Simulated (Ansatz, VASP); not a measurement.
## One calculation of ZnSe, two programs

Contents of INCAR:

```
PREC     = Accurate       # precision mode
ENCUT    = 520            # plane-wave cutoff, eV
EDIFF    = 1E-7           # SCF threshold, eV
ISMEAR   = 0              # smearing method
SIGMA    = 0.05           # smearing width, eV
LREAL    = F              # projectors in reciprocal space
LASPH    = T              # aspherical terms in the spheres
NELM     = 60             # most SCF steps
ALGO     = Normal         # electronic algorithm
ISIF     = 2              # what is computed and relaxed
LWAVE    = F              # write WAVECAR
LCHARG   = F              # write CHGCAR
GGA      = RE             # functional
IVDW     = 13             # dispersion correction
NBANDS   = 16             # bands
```

File KPOINTS:

```
Automatic mesh
0
Gamma
  8 8 8
```

Contents of POSCAR:

```
ZnSe
1.0
    0.0000000000      2.8218118702      2.8218118702
    2.8218118702      0.0000000000      2.8218118702
    2.8218118702      2.8218118702      0.0000000000
Zn Se
1 1
Direct
    0.0000000000      0.0000000000      0.0000000000
    0.7500000000      0.7500000000      0.7500000000
```

Input for Ansatz:

```yaml
crystal:
  lattice:
    - [0.0, 2.8218118702, 2.8218118702]
    - [2.8218118702, 0.0, 2.8218118702]
    - [2.8218118702, 2.8218118702, 0.0]
  atoms:
    - { symbol: Zn, position: [0.0, 0.0, 0.0] }
    - { symbol: Se, position: [0.75, 0.75, 0.75] }
basis:
  ecutwfc: 420
  ecutrho_ratio: 4
kpoints:
  mp_grid: { grid: [8, 8, 8] }
hamiltonian:
  xc: revpbe
  dispersion: d4
scf:
  occupations: { method: gaussian, width: 0.05 }
output:
  forces: true
  stress: true
  eigenvalues: true
```

Alike in both runs: task single point; functional revPBE; dispersion D4; k mesh 8 × 8 × 8; occupations gaussian, width 0.05 eV; no spin polarisation.

```csv
,VASP,Ansatz
version,VASP 6.6.1,Ansatz 0.2.0
potentials or method,"VASP PAW PBE potentials, release 64 (Zn, Se), cutoff 520 eV","scalar-relativistic, plane waves, PAW"
valence electrons in the cell,18,28
```

```tsv
	VASP	Ansatz	Ansatz less VASP
gap on the k mesh at the Fermi level (eV)	1.46	1.46	0.000
least direct gap on the mesh (eV)	1.46	1.46	0.000
pressure (GPa)	0.3	0.0	-0.25
```

VASP's potentials were made for PBE, not for revPBE. VASP's potentials hold 18 valence electrons a cell and Ansatz's 28, so a difference there can come from the potentials and not from the codes.
